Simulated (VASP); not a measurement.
# Hf3Au (Pm-3m) in VASP: notebook, part 2 of 2

VASP 6.6.1. Earlier steps stand in the parts before.

## (4) Single point, LDA

INCAR reads:

```
PREC     = Accurate       # precision mode
ENCUT    = 520            # plane-wave cutoff, eV
EDIFF    = 1E-6           # SCF threshold, eV
ISMEAR   = -1             # smearing method
SIGMA    = 0.1            # smearing width, eV
LREAL    = F              # projectors in reciprocal space
LASPH    = T              # aspherical terms in the spheres
NELM     = 80             # most SCF steps
ALGO     = Normal         # electronic algorithm
ISIF     = 2              # what is computed and relaxed
LWAVE    = F              # write WAVECAR
LCHARG   = T              # write CHGCAR
GGA      = CA             # functional
LELF     = T              # ELF
LVHAR    = T            
NBANDS   = 28             # bands
```

KPOINTS reads:

```
Automatic mesh
0
Gamma
  5 5 5
```

POSCAR reads:

```
Hf3Au
1.0
    4.3506540000      0.0000000000      0.0000000000
    0.0000000000      4.3506540000      0.0000000000
    0.0000000000      0.0000000000      4.3506540000
Hf Au
3 1
Direct
    0.5000000000      0.0000000000      0.0000000000
    0.0000000000      0.5000000000      0.0000000000
    0.0000000000      0.0000000000      0.5000000000
    0.5000000000      0.5000000000      0.5000000000
```

Potentials or basis: VASP PAW LDA potentials, release 64 (Hf_pv, Au).

Started as:

```sh
> cat potpaw_LDA.64/Hf_pv/POTCAR potpaw_LDA.64/Au/POTCAR > POTCAR
> mpirun -np 1 vasp_std > vasp.out
```

OUTCAR:

```text
PREC = Accurate
   ENCUT = 520
   EDIFF = 1E-6
   ISMEAR = -1
   LREAL = F
   LASPH = T
   NELM = 80
   ISIF = 2
   GGA = CA

 ion  position               nearest neighbor table
   1  0.500  0.000  0.000-   2 3.08   3 3.08   4 3.08   3 3.08   4 3.08   2 3.08   4 3.08   4 3.08
                             2 3.08   3 3.08   3 3.08   2 3.08
   2  0.000  0.500  0.000-   1 3.08   3 3.08   4 3.08   3 3.08   4 3.08   1 3.08   3 3.08   3 3.08
                             1 3.08   4 3.08   4 3.08   1 3.08
   3  0.000  0.000  0.500-   1 3.08   2 3.08   4 3.08   1 3.08   2 3.08   2 3.08   4 3.08   2 3.08
                             1 3.08   4 3.08   1 3.08   4 3.08
   4  0.500  0.500  0.500-   1 3.08   2 3.08   3 3.08   1 3.08   2 3.08   1 3.08   3 3.08   1 3.08
                             2 3.08   3 3.08   2 3.08   3 3.08

  LATTYP: Found a simple cubic cell.
 ALAT       =     4.3506540000

  Lattice vectors:

 A1 = (   4.3506540000,   0.0000000000,   0.0000000000)
 A2 = (   0.0000000000,   4.3506540000,   0.0000000000)
 A3 = (   0.0000000000,   0.0000000000,   4.3506540000)

Analysis of symmetry for initial positions (statically):
=====================================================================
 Subroutine PRICEL returns:
 Original cell was already a primitive cell.

 Routine SETGRP: Setting up the symmetry group for a
 simple cubic supercell.

 Subroutine GETGRP returns: Found 48 space group operations
[... 9 lines left out ...]

 Routine SETGRP: Setting up the symmetry group for a
 simple cubic supercell.

 Subroutine GETGRP returns: Found 48 space group operations
[... 11 lines left out ...]
                                     Primitive cell

  volume of cell :      82.3500

  direct lattice vectors                    reciprocal lattice vectors
     4.350654000  0.000000000  0.000000000     0.229850501  0.000000000  0.000000000
     0.000000000  4.350654000  0.000000000     0.000000000  0.229850501  0.000000000
     0.000000000  0.000000000  4.350654000     0.000000000  0.000000000  0.229850501

  length of vectors
     4.350654000  4.350654000  4.350654000     0.229850501  0.229850501  0.229850501

[... 87 lines left out ...]
   IMIX   =      4    mixing-type and parameters
     AMIX     =   0.40;   BMIX     =  1.00
     AMIX_MAG =   1.60;   BMIX_MAG =  1.00
  volume/ion in A,a.u.               =      20.59       138.93
  Fermi-wavevector in a.u.,A,eV,Ry     =   1.297523  2.451962 22.906288  1.683565
  Thomas-Fermi vector in A             =   2.428910
   LORBIT       =      0    0 simple, 1 ext, 2 COOP (PROOUT), +10 PAW based schemes
   GGA     = CA    functional components
   LHFCALC =     F    Hartree Fock is set to
   AEXX    =    0.0000 exact exchange contribution
   IVDW    =     0    specifies the selected vdW correction
   LEPSILON=     F    determine dielectric tensor
   LRPA    =     F    only Hartree local field effects (RPA)
 non-spin polarized calculation
  energy-cutoff  :      520.00
  volume of cell :       82.35
 maximum number of plane-waves:      2241
   NGX = 17   NGY = 17   NGZ = 17

 number of electron      41.0000011 magnetization

 Free energy of the ion-electron system (eV)
  ---------------------------------------------------
  ext. energy  EPLUGINS =         0.00000000
  ---------------------------------------------------
  free energy    TOTEN  =       -37.41221350 eV

  energy without entropy =      -37.21818624  energy(sigma->0) =      -37.31519987

 E-fermi :   5.7094     XC(G=0): -11.8858

 val. band max:        5.7021321196   @ k =   0.4000   0.4000   0.4000
 cond. band min:       5.7402878781   @ k =   0.0000   0.0000   0.0000
 fundamental gap:      0.0381557585
 Fermi energy:         5.7094254449

 k-point     1 :       0.0000    0.0000    0.0000
  band No.  band energies     occupation
      1     -24.8674      2.00000
      2     -24.8674      2.00000
      3     -24.8674      2.00000
      4     -24.4618      2.00000
      5     -24.4618      2.00000
      6     -24.4618      2.00000
[... 299 lines left out ...]
     27       9.4058      0.00000
     28       9.7259      0.00000

------------------------ aborting loop because EDIFF is reached ----------------------------------------

  FORCE on cell =-STRESS in cart. coord.  units (eV):
  Direction    XX          YY          ZZ          XY          YZ          ZX
  --------------------------------------------------------------------------------------
  -------------------------------------------------------------------------------------
  Total       -4.8562140     -4.8562140     -4.8562140      0.0000000      0.0000000     -0.0000000
  in kB      -94.4810613    -94.4810613    -94.4810613      0.0000000      0.0000000     -0.0000000
  external PRESSURE =     -94.4810613 kB  Pullay stress =       0.0000000 kB

 VOLUME and BASIS-vectors are now :
 -----------------------------------------------------------------------------
  energy-cutoff  :      520.00
  volume of cell :       82.35
      direct lattice vectors                 reciprocal lattice vectors
     4.350654000  0.000000000  0.000000000     0.229850501  0.000000000  0.000000000
     0.000000000  4.350654000  0.000000000     0.000000000  0.229850501  0.000000000
     0.000000000  0.000000000  4.350654000     0.000000000  0.000000000  0.229850501

 POSITION                                       TOTAL-FORCE (eV/Angst)
 -----------------------------------------------------------------------------------
      2.17533      0.00000      0.00000         0.000000      0.000000      0.000000
      0.00000      2.17533      0.00000         0.000000      0.000000      0.000000
      0.00000      0.00000      2.17533         0.000000      0.000000      0.000000
      2.17533      2.17533      2.17533         0.000000      0.000000      0.000000
 -----------------------------------------------------------------------------------
    total drift:                                0.000000      0.000000     -0.000000

  FREE ENERGIE OF THE ION-ELECTRON SYSTEM (eV)
  ---------------------------------------------------
  free  energy   TOTEN  =       -37.4122134987 eV

  energy  without entropy=      -37.2181862377  energy(sigma->0) =      -37.31519987
```

stdout:

```text
POSCAR found type information on POSCAR HfAu
 POSCAR found :  2 types and       4 ions
 scaLAPACK will be used
 LDA part: xc-table for (Slater(with rela. corr.)+CA(PZ))
 , standard interpolation
 POSCAR, INCAR and KPOINTS ok, starting setup
 FFT: planning ... GRIDC
 FFT: planning ... GRID_SOFT
 FFT: planning ... GRID
 WAVECAR not read
 entering main loop
```

It took 15 s on 1 thread of Intel Xeon 6975P-C, shared host; peak memory 0.16 GiB.

Results:

| Item | Value |
| --- | --- |
| Free energy | -37.4122 eV |
| Pressure | -9.4 GPa |

Caveat: spin-orbit coupling is left out, which moves the levels of the heavy elements.
